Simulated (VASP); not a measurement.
# Mg (Fmmm) in VASP: further runs, part 2 of 2

VASP 6.6.1.

### 5 Single point, PBE (strain +0.0375 x Voigt [0, 0, 0, 0, 1, 0])

File INCAR:

```
PREC     = Accurate       # precision mode
ENCUT    = 520            # plane-wave cutoff, eV
EDIFF    = 1E-6           # SCF threshold, eV
ISMEAR   = 0              # smearing method
SIGMA    = 0.15           # smearing width, eV
LREAL    = False          # projectors in reciprocal space
LASPH    = True           # aspherical terms in the spheres
NELM     = 60             # most SCF steps
ALGO     = Normal         # electronic algorithm
ISIF     = 2              # what is computed and relaxed
LWAVE    = False          # write WAVECAR
LCHARG   = False          # write CHGCAR
GGA      = PE             # functional
NBANDS   = 7              # bands
```

File KPOINTS:

```
Automatic mesh
0
Gamma
  18 18 18
```

File POSCAR:

```
Mg
1.0
   -1.7395251624      1.7727644967      1.7395251624
    1.8060038310     -1.7727644967      1.8060038310
    1.7395251624      1.7727644967     -1.7395251624
Mg
1
Direct
    0.0000000000      0.0000000000      0.0000000000
```

Potentials or basis: VASP PAW PBE potentials, release 64 (Mg).

Launch:

```console
$ cat potpaw_PBE.64/Mg/POTCAR > POTCAR
$ mpirun -np 1 vasp_std > vasp.out
```

OUTCAR:

```text
PREC = Accurate
   ENCUT = 520
   EDIFF = 1E-6
   ISMEAR = 0
   LREAL = False
   LASPH = True
   NELM = 60
   ISIF = 2
   GGA = PE

 ion  position               nearest neighbor table
   1  0.000  0.000  0.000-

  LATTYP: Found a face centered orthorhombic cell.
 ALAT       =     3.5455289934
 B/A-ratio  =     1.3876970581
 C/A-ratio  =     1.4407300667

  Lattice vectors:

 A1 = (  -0.0664786686,   0.0000000000,  -3.5455289934)
 A2 = (  -1.8060038310,   1.7727644967,  -1.8060038310)
 A3 = (   1.7395251624,   1.7727644967,  -1.7395251624)

Analysis of symmetry for initial positions (statically):
=====================================================================
 Subroutine PRICEL returns:
 Original cell was already a primitive cell.

 Routine SETGRP: Setting up the symmetry group for a
 face centered orthorhombic supercell.

 Subroutine GETGRP returns: Found  8 space group operations
 (whereof  8 operations were pure point group operations)
 out of a pool of  8 trial point group operations.

The static configuration has the point symmetry D_2h.

Analysis of symmetry for dynamics (positions and initial velocities):
=====================================================================
 Subroutine PRICEL returns:
 Original cell was already a primitive cell.

 Routine SETGRP: Setting up the symmetry group for a
 face centered orthorhombic supercell.

 Subroutine GETGRP returns: Found  8 space group operations
 (whereof  8 operations were pure point group operations)
 out of a pool of  8 trial point group operations.

The dynamic configuration has the point symmetry D_2h.

 Subroutine INISYM returns: Found  8 space group operations
 (whereof  8 operations are pure point group operations),
 and found     1 'primitive' translations

----------------------------------------------------------------------------------------

                                     Primitive cell

  volume of cell :      22.2772

  direct lattice vectors                    reciprocal lattice vectors
    -1.739525162  1.772764497  1.739525162    -0.005290210  0.282045360  0.282144551
     1.806003831 -1.772764497  1.806003831     0.276854341  0.000000000  0.276854341
     1.739525162  1.772764497 -1.739525162     0.282144551  0.282045360 -0.005290210

  length of vectors
     3.032258159  3.109018114  3.032258159     0.398977592  0.391531163  0.398977592

  position of ions in fractional coordinates (direct lattice)
     0.000000000  0.000000000  0.000000000

  ion indices of the primitive-cell ions
   primitive index   ion index
                 1           1

----------------------------------------------------------------------------------------

 KPOINTS: Automatic mesh

Automatic generation of k-mesh.
 Grid dimensions read from file:
 generate k-points for:   18   18   18

 Generating k-lattice:

  Cartesian coordinates                     Fractional coordinates (reciprocal lattice)
    -0.000293901  0.015669187  0.015674697     0.055555556  0.000000000 -0.000000000
     0.015380797  0.000000000  0.015380797     0.000000000  0.055555556  0.000000000
     0.015674697  0.015669187 -0.000293901    -0.000000000  0.000000000  0.055555556

  Length of vectors
     0.022165422  0.021751731  0.022165422

  Shift w.r.t. Gamma in fractional coordinates (k-lattice)
     0.000000000  0.000000000  0.000000000

 Subroutine IBZKPT returns following result:
 ===========================================

 Found    865 irreducible k-points:

 Following reciprocal coordinates:
            Coordinates               Weight
  0.000000  0.000000  0.000000      1.000000
  0.055556 -0.000000 -0.000000      8.000000
  0.111111 -0.000000 -0.000000      8.000000
  0.166667 -0.000000 -0.000000      8.000000
  0.222222  0.000000  0.000000      8.000000
  0.277778 -0.000000  0.000000      8.000000
[... 16 lines left out ...]
 -0.333333  0.055556  0.000000      8.000000
 -0.277778  0.055556 -0.000000      8.000000
 [... further k-points ...]
   k-points           NKPTS =    865   k-points in BZ     NKDIM =    865   number of bands    NBANDS=      7
   number of dos      NEDOS =    301   number of ions     NIONS =      1
   total plane-waves  NPLWV =  13824
   dimension x,y,z NGX =    24 NGY =   24 NGZ =   24
   dimension x,y,z NGXF=    48 NGYF=   48 NGZF=   48
   ions per type =               1
   NGX,Y,Z   is equivalent  to a cutoff of  13.16, 12.83, 13.16 a.u.
   NGXF,Y,Z  is equivalent  to a cutoff of  26.32, 25.67, 26.32 a.u.
 SYSTEM =  unknown system
   PREC   = accura    normal or accurate (medium, high low for compatibility)
   ISTART =      0    job   : 0-new  1-cont  2-samecut
   ICHARG =      2    charge: 1-file 2-atom 10-const
   ISPIN  =      1    spin polarized calculation?
   LNONCOLLINEAR =      F non collinear calculations
   LSORBIT =      F    spin-orbit coupling
   LASPH  =      T    aspherical Exc in radial PAW
   ENCUT  =  520.0 eV  38.22 Ry    6.18 a.u.   5.64  5.78  5.64*2*pi/ulx,y,z
   NELM   =     60;   NELMIN=  2; NELMDL= -5     # of ELM steps
   EDIFF  = 0.1E-05   stopping-criterion for ELM
   LREAL  =      F    real-space projection
   EDIFFG = 0.1E-04   stopping-criterion for IOM
   NSW    =      0    number of steps for IOM
   IBRION =     -1    ionic relax: 0-MD 1-quasi-New 2-CG
   NFREE  =      0    steps in history (QN), initial steepest desc. (CG)
   ISIF   =      2    stress and relaxation
   ISYM   =      2    0-nonsym 1-usesym 2-fastsym
   POTIM  = 0.5000    time-step for ionic-motion
   TEBEG  =    0.0;   TEEND  =   0.0 temperature during run
   PSTRESS=    0.0 pullay stress
   NELECT =       2.0000    total number of electrons
   NUPDOWN=      -1.0000    fix difference up-down
   EMIN   =  10.00;   EMAX   =-10.00  energy-range for DOS
   EFERMI =   0.00;   METHOD = LEGACY
   ISMEAR =     0;   SIGMA  =   0.15  broadening in eV -4-tet -1-fermi 0-gaus
   EFERMI_NEDOS =   21; number of points for ismear=-14 and -15
   IALGO  =     38    algorithm
   IMIX   =      4    mixing-type and parameters
     AMIX     =   0.40;   BMIX     =  1.00
     AMIX_MAG =   1.60;   BMIX_MAG =  1.00
  volume/ion in A,a.u.               =      22.28       150.33
  Fermi-wavevector in a.u.,A,eV,Ry     =   0.733046  1.385256  7.311183  0.537357
  Thomas-Fermi vector in A             =   1.825659
   LORBIT       =      0    0 simple, 1 ext, 2 COOP (PROOUT), +10 PAW based schemes
   GGA     = PE    functional components
   LHFCALC =     F    Hartree Fock is set to
   AEXX    =    0.0000 exact exchange contribution
   IVDW    =     0    specifies the selected vdW correction
   LEPSILON=     F    determine dielectric tensor
   LRPA    =     F    only Hartree local field effects (RPA)
 non-spin polarized calculation
 Gauss-broadening in eV      SIGMA  =   0.15
  energy-cutoff  :      520.00
  volume of cell :       22.28
 maximum number of plane-waves:       616
   NGX = 11   NGY = 11   NGZ = 11

 number of electron       2.0000000 magnetization

 Free energy of the ion-electron system (eV)
  ---------------------------------------------------
  ext. energy  EPLUGINS =         0.00000000
  ---------------------------------------------------
  free energy    TOTEN  =        -1.47456695 eV

  energy without entropy =       -1.46976119  energy(sigma->0) =       -1.47216407

 E-fermi :   2.8320     XC(G=0):  -8.5877

 val. band max:        2.8306394903   @ k =   0.3889   0.1667   0.0000
 cond. band min:       2.8424496876   @ k =   0.4444  -0.4444   0.3333
 fundamental gap:      0.0118101972
 Fermi energy:         2.8319662091

 k-point     1 :       0.0000    0.0000    0.0000
  band No.  band energies     occupation
      1      -4.2664      2.00000
      2      15.8387      0.00000
      3      15.8471      0.00000
      4      16.2229      0.00000
      5      17.7182      0.00000
      6      18.0853      0.00000
      7      18.2862      0.00000

 k-point     2 :       0.0556   -0.0000   -0.0000
  band No.  band energies     occupation
      1      -4.1922      2.00000
      2      15.0900      0.00000
      3      15.4360      0.00000
      4      15.7022      0.00000
      5      17.3458      0.00000
      6      17.4997      0.00000
      7      18.1401      0.00000
[... 201 lines left out ...]
 k-point    23 :      -0.3333    0.0556    0.0000
  band No.  band energies     occupation
      1      -1.9809      2.00000
      2       6.8112      0.00000
      3      11.3464      0.00000
      4      13.2450      0.00000
      5      14.5382      0.00000
      6      15.7585      0.00000
      7      19.5217      0.00000

 k-point    24 :      -0.2778    0.0556   -0.0000
  band No.  band energies     occupation
      1      -2.7102      2.00000
      2       8.5510      0.00000
      3      11.9066      0.00000
      4      13.7352      0.00000
      5      15.0096      0.00000
      6      16.1334      0.00000
      7      18.9284      0.00000

 [... further k-points ...]
[... 5 lines left out ...]
  --------------------------------------------------------------------------------------
  -------------------------------------------------------------------------------------
  Total        0.1365245      0.1452335      0.1365245     -0.0000000     -0.0000000     -0.1862688
  in kB        9.8188551     10.4452041      9.8188551     -0.0000000     -0.0000000    -13.3964652
  external PRESSURE =      10.0276381 kB  Pullay stress =       0.0000000 kB

 VOLUME and BASIS-vectors are now :
 -----------------------------------------------------------------------------
  energy-cutoff  :      520.00
  volume of cell :       22.28
      direct lattice vectors                 reciprocal lattice vectors
    -1.739525162  1.772764497  1.739525162    -0.005290210  0.282045360  0.282144551
     1.806003831 -1.772764497  1.806003831     0.276854341  0.000000000  0.276854341
     1.739525162  1.772764497 -1.739525162     0.282144551  0.282045360 -0.005290210

 POSITION                                       TOTAL-FORCE (eV/Angst)
 -----------------------------------------------------------------------------------
      0.00000      0.00000      0.00000         0.000000     -0.000000     -0.000000
 -----------------------------------------------------------------------------------
    total drift:                                0.000000      0.000000      0.000000

  FREE ENERGIE OF THE ION-ELECTRON SYSTEM (eV)
  ---------------------------------------------------
  free  energy   TOTEN  =        -1.4745669533 eV

  energy  without entropy=       -1.4697611921  energy(sigma->0) =       -1.47216407
```

Wall time 44 s (1 thread of Intel Xeon Platinum 8259CL at 2.50GHz (Skylake/Cascade Lake), shared host); peak memory 0.25 GiB.

What came out:

```yaml
Free_energy: -1.4746 eV
Pressure: 1.0 GPa
Band_gap_on_the_k_mesh: zero (band 1 reaches 6.65 eV, above the bottom of band 2 at 1.64 eV)
```

Stress tensor (GPa, compression positive):
```
 0.98  0.00 -1.34
 0.00  1.04  0.00
-1.34  0.00  0.98
```

Levels at points of the mesh, in eV from the Fermi level:
```tsv
k point	band 1	band 2	band 3	band 4	band 5	band 6
(0.00, 0.00, 0.00)	-7.10	13.01	13.02	13.39	14.89	15.25
(0.50, 0.00, 0.00)	-1.55	-0.93	8.67	9.36	10.58	11.78
(0.00, 0.50, 0.00)	-1.71	-1.20	8.82	9.83	10.55	12.02
(0.50, 0.00, 0.50)	-1.38	-0.66	8.61	9.26	10.21	11.44
(0.50, 0.50, 0.50)	3.82	3.92	3.99	4.00	4.04	7.81
```

Caveat: the cell differs from its parent crystal (strain +0.0375 x Voigt [0, 0, 0, 0, 1, 0]).

### 6 Single point, PBE (strain +0.0225 x Voigt [0, 0, 0, 0, 1, 0])

File INCAR:

```
SYSTEM = Mg
PREC = Accurate ; ENCUT = 520
EDIFF = 1E-6 ; ISMEAR = 0
SIGMA = 0.15 ; LREAL = .FALSE.
LASPH = .TRUE. ; NELM = 100
ALGO = Normal ; ISIF = 2
LWAVE = .FALSE. ; LCHARG = .FALSE.
GGA = PE ; NBANDS = 7
```

File KPOINTS:

```
regular mesh
0
G
  18 18 18
  0 0 0
```

File POSCAR:

```
Mg
1.0
   -1.7528208961      1.7727644967      1.7528208961
    1.7927080973     -1.7727644967      1.7927080973
    1.7528208961      1.7727644967     -1.7528208961
Mg
1
Direct
    0.0000000000      0.0000000000      0.0000000000
```

Potentials or basis: VASP PAW PBE potentials, release 64 (Mg).

Launch:

```console
$ cat potpaw_PBE.64/Mg/POTCAR > POTCAR
$ mpirun -np 1 vasp_std > vasp.out
```

Wall time 43 s (1 thread of Intel Xeon Platinum 8259CL at 2.50GHz (Skylake/Cascade Lake), shared host); peak memory 0.25 GiB.

The run converged. Its results:

```yaml
Free_energy: -1.4769 eV
Pressure: 1.0 GPa
Band_gap_on_the_k_mesh: zero (band 1 reaches 6.69 eV, above the bottom of band 2 at 1.74 eV)
```

Stress tensor (GPa, compression positive):
```
 0.93  0.00 -0.87
 0.00  1.00  0.00
-0.87  0.00  0.93
```

Levels at points of the mesh, in eV from the Fermi level:
```tsv
k point	band 1	band 2	band 3	band 4
(0.00, 0.00, 0.00)	-7.09	13.09	13.13	13.31
(0.50, 0.00, 0.00)	-1.55	-0.93	8.70	9.47
(0.00, 0.50, 0.00)	-1.64	-1.09	8.78	9.71
(0.50, 0.00, 0.50)	-1.45	-0.76	8.65	9.37
(0.50, 0.50, 0.50)	3.86	3.92	3.99	4.00
```

Caveat: the cell differs from its parent crystal (strain +0.0225 x Voigt [0, 0, 0, 0, 1, 0]).

### 7 Overview

| cell | gap on the mesh (eV) | pressure (GPa) |
| --- | --- | --- |
| a = 3.132, b = 3.009 Å, angles 109.5, 111.1, 109.5°, 1 atom | none | 1.1 |
| a = 3.055, b = 3.086 Å, angles 109.5, 109.1, 109.5°, 1 atom | none | 0.9 |
| a = 3.017, b = 3.124 Å, angles 109.5, 108.0, 109.5°, 1 atom | none | 1.1 |
| a = 3.032, b = 3.109 Å, angles 109.5, 108.4, 109.5°, 1 atom | none | 1.0 |
| a = 3.048, b = 3.094 Å, angles 109.5, 108.9, 109.5°, 1 atom | none | 1.0 |

Alike in all rows: task single point; level PBE; potentials or basis VASP PAW PBE potentials, release 64 (Mg); no spin polarisation; k mesh 18 × 18 × 18; cutoff (eV) 520; smearing gaussian 0.15 eV.

Absolute energies hang on the potentials; compare differences alone.
